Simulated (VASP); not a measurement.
Wanted: the native input for a VASP 6.6.1 run.

| Item | Value |
| --- | --- |
| Task | relaxation of cell and atoms |
| Functional | PBEsol |
| Potentials or basis | VASP PAW PBE potentials, release 64 (Cu) |
| Cutoff | 600 eV |
| k mesh | 13 × 13 × 13 |
| Occupations | methfessel-paxton, width 0.1 eV |
| Spin | collinear spin |
| Starting moments | [0.6] μB |
| Dipole correction | no |
| Further INCAR settings | ALGO = Normal; EDIFF = 1e-06; IBRION = 2; EDIFFG = -0.01; NSW = 60; ISIF = 3 |

The structure of Cu lies in POSCAR:

```
Cu
1.0
    2.4586880300      0.0000000000      0.0000000000
   -0.8585437515      2.2525992977      0.0000000000
   -0.6856635597     -1.1120026504      2.0688310949
Cu
1
Direct
    0.0000000000      0.0000000000      0.0000000000
```

This cell differs from its parent crystal: the cell strained at random.

One way to write it, as run:

INCAR

```
ALGO = Normal ; EDIFF = 1E-6
EDIFFG = -0.01 ; ENCUT = 600
GGA = PS ; IBRION = 2
ISIF = 3 ; ISMEAR = 1
ISPIN = 2 ; LASPH = True
LCHARG = False ; LMAXMIX = 4
LORBIT = 11 ; LREAL = False
LWAVE = False ; MAGMOM = 0.6
NELM = 150 ; NSW = 60
PREC = Accurate ; SIGMA = 0.1
```

KPOINTS

```
k-points
0
Gamma
  13 13 13
```

Potentials or basis: VASP PAW PBE potentials, release 64 (Cu).

The run is started by

```sh
$ cat potpaw_PBE.64/Cu/POTCAR > POTCAR
$ mpirun -np 1 vasp_std > vasp.out
```

Results of the run:

```yaml
Relaxed_volume: 11.34 Å³/atom
Relaxed_cell: a = 2.519 Å, b = 2.517 Å, c = 2.519 Å, α = 119.72°, β = 90.60°, γ = 119.64°
Space_group_after_relaxing_to_0.1_Å: Fm-3m (No. 225)
Energy_gained_by_relaxing: 42.9 meV/atom
Ionic_steps: 31
Pressure_after_relaxing: 0.1 GPa
Net_moment: 0.00 μB per cell
Valence_electrons_inside_the_program's_atomic_spheres: Cu 10.05
```

Caveat: the cell differs from its parent crystal (the cell strained at random); the PAW data sets were made with another functional, which shifts forces and pressure a little.

Run time: 84 min on 1 thread of Oxide Virtual Turin-like Processor, with other jobs on the host, peak memory 0.43 GiB.
